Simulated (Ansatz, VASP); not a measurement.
# One calculation of AlN, two programs

File INCAR:

```
ALGO = Normal ; EDIFF = 1E-7
EDIFFG = -0.01 ; ENCUT = 520
GGA = PE ; IBRION = 2
ISIF = 2 ; ISMEAR = 0
LASPH = True ; LCHARG = False
LREAL = False ; LWAVE = False
NELM = 80 ; NSW = 50
PREC = Accurate ; SIGMA = 0.05
```

KPOINTS

```
k-points
0
Gamma
  9 9 6
```

Contents of POSCAR:

```
AlN
1.0
    3.0360000000      0.0000000000      0.0000000000
   -1.5180000000      2.6292531259      0.0000000000
    0.0000000000      0.0000000000      4.6156000000
Al N
2 2
Direct
    0.3333333333      0.6666666667      0.0017290859
    0.6666666667      0.3333333333      0.5017290859
    0.3333333333      0.6666666667      0.3832709141
    0.6666666667      0.3333333333      0.8832709141
```

Input for Ansatz:

```yaml
crystal:
  lattice:
    - [3.036, 0.0, 0.0]
    - [-1.518, 2.6292531259, 0.0]
    - [0.0, 0.0, 4.6156]
  atoms:
    - { symbol: Al, position: [0.3333333333, 0.6666666667, 0.0017290859] }
    - { symbol: Al, position: [0.6666666667, 0.3333333333, 0.5017290859] }
    - { symbol: "N", position: [0.3333333333, 0.6666666667, 0.3832709141] }
    - { symbol: "N", position: [0.6666666667, 0.3333333333, 0.8832709141] }
basis:
  ecutwfc: 520.0
kpoints:
  mp_grid: { grid: [9, 9, 6] }
hamiltonian:
  xc: pbe
  pseudopotentials: { kind: paw, azcp: { folder: soft_1 } }
scf:
  occupations: { method: gaussian, width: 0.05 }
output:
  forces: true
  stress: true
  eigenvalues: true
relax:
  adjacent_minimum: "off"
  f_tol: 0.01
  max_steps: 30
```

Alike in both runs: task relaxation of the atoms; functional PBE; k mesh 9 × 9 × 6; occupations gaussian, width 0.05 eV; no spin polarisation.

|  | VASP | Ansatz |
| --- | --- | --- |
| version | VASP 6.6.1 | Ansatz 0.2.0 |
| potentials or method | VASP PAW PBE potentials, release 64 (Al, N), cutoff 520 eV | scalar-relativistic, plane waves, PAW |
| valence electrons in the cell | 16 | 16 |

```csv
,VASP,Ansatz,Ansatz less VASP
"gap on the k mesh at the Fermi level, each at its own relaxed structure (eV)",4.94,4.92,-0.018
```

Ansatz's warnings: stress scf threshold loose.
